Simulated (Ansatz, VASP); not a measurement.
**ZrSi2: VASP beside Ansatz**

```
Zr Si
1.0
     7.14157    0.00000    0.00000
     0.00000    7.14157    0.00000
     0.00000    0.00000    2.82499
Zr Si
2 4
Direct
  0.00000 0.00000 0.00000
  0.50000 0.50000 0.50000
  0.26607 0.26607 0.00000
  0.23393 0.76607 0.50000
  0.73393 0.73393 0.00000
  0.76607 0.23393 0.50000
```

Alike in both runs: task relaxation of cell and atoms; functional PBE; k mesh 6 × 6 × 14; occupations gaussian, width 0.1 eV; no spin polarisation.

|  | VASP | Ansatz |
| --- | --- | --- |
| version | VASP 6.6.1 | Ansatz 0.2.0 |
| potentials or method | VASP PAW PBE potentials, release 64 (Zr_sv, Si), cutoff 600 eV | scalar-relativistic, plane waves, PAW |
| valence electrons in the cell | 40 | 40 |

Ansatz gave:

| Quantity | Value |
| --- | --- |
| gap on the k mesh at the Fermi level, each at its own relaxed structure (eV) | none |
| relaxed volume (Å³/atom) | 23.84 |
| relaxed length of the cell vector where the two differ most in proportion (Å) | 7.249 |

Task: Estimate VASP's values.

Result: gap on the k mesh at the Fermi level, each at its own relaxed structure (eV): none; relaxed volume (Å³/atom): 23.85; relaxed length of the cell vector where the two differ most in proportion (Å): 7.251.

A gap of «none» marks a metal or a gap that the smearing closes.
